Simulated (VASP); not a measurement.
Wanted: the native input for a VASP 6.6.1 run.

| Item | Value |
| --- | --- |
| Task | single point |
| Functional | PBE |
| Potentials or basis | VASP PAW PBE potentials, release 64 (Zn, Cd, S, O) |
| Cutoff | 520 eV |
| k mesh | 4 × 4 × 4 |
| Occupations | gaussian, width 0.1 eV |
| Spin | collinear spin, ferromagnetic start |
| Starting moments | [0.0, 0.0, 0.0, 0.0, 0.0, 1.0] μB |
| Dipole correction | no |
| Further INCAR settings | ALGO = Normal; EDIFF = 1e-07; NBANDS = 43 |

The structure of ZnCd3SO lies in POSCAR:

```
ZnCd3SO
1.0
    5.3580607348      0.0000000000      0.0000000000
    0.0000000000      5.3580607348      0.0000000000
    0.0000000000      0.0000000000      4.8432368593
Zn Cd S O
1 3 1 1
Direct
    0.0000000000      0.0000000000      0.5000000000
    0.0000000000      0.5000000000      0.5000000000
    0.5000000000      0.0000000000      0.5000000000
    0.0000000000      0.0000000000      0.0000000000
    0.5000000000      0.5000000000      0.5000000000
    0.5000000000      0.5000000000      0.0000000000
```

The cell was generated, and may not be a known phase.

These files were run (other wordings do the same):

INCAR

```
SYSTEM = ZnCd3SO
  PREC = Accurate
  ENCUT = 520
  EDIFF = 1E-7
  ISMEAR = 0
  SIGMA = 0.1
  LREAL = .FALSE.
  LASPH = .TRUE.
  NELM = 150
  ALGO = Normal
  ISIF = 2
  LWAVE = .FALSE.
  LCHARG = .FALSE.
  ISPIN = 2
  MAGMOM = 0 0 0 0 0 1
  LORBIT = 11
  GGA = PE
  NBANDS = 43
```

KPOINTS

```
regular mesh
0
G
  4 4 4
  0 0 0
```

Potentials or basis: VASP PAW PBE potentials, release 64 (Zn, Cd, S, O).

Run with:

```bash
$ cat potpaw_PBE.64/Zn/POTCAR potpaw_PBE.64/Cd/POTCAR potpaw_PBE.64/S/POTCAR potpaw_PBE.64/O/POTCAR > POTCAR
$ mpirun -np 1 vasp_std > vasp.out
```

Results of the run:

The pressure is 0.3 GPa, the band gap on the k mesh is zero (filled and empty bands overlap) and the net moment is 0.00 μB per cell. The valence electrons inside the program's atomic spheres are Zn 10.90; Cd 10.27, 10.35 (each value once); S 3.54; O 4.71.

Wall time 4.4 min on 1 thread of Intel(R) Xeon(R) Platinum 8488C (Sapphire Rapids), with other jobs on the host, peak memory 0.37 GiB.
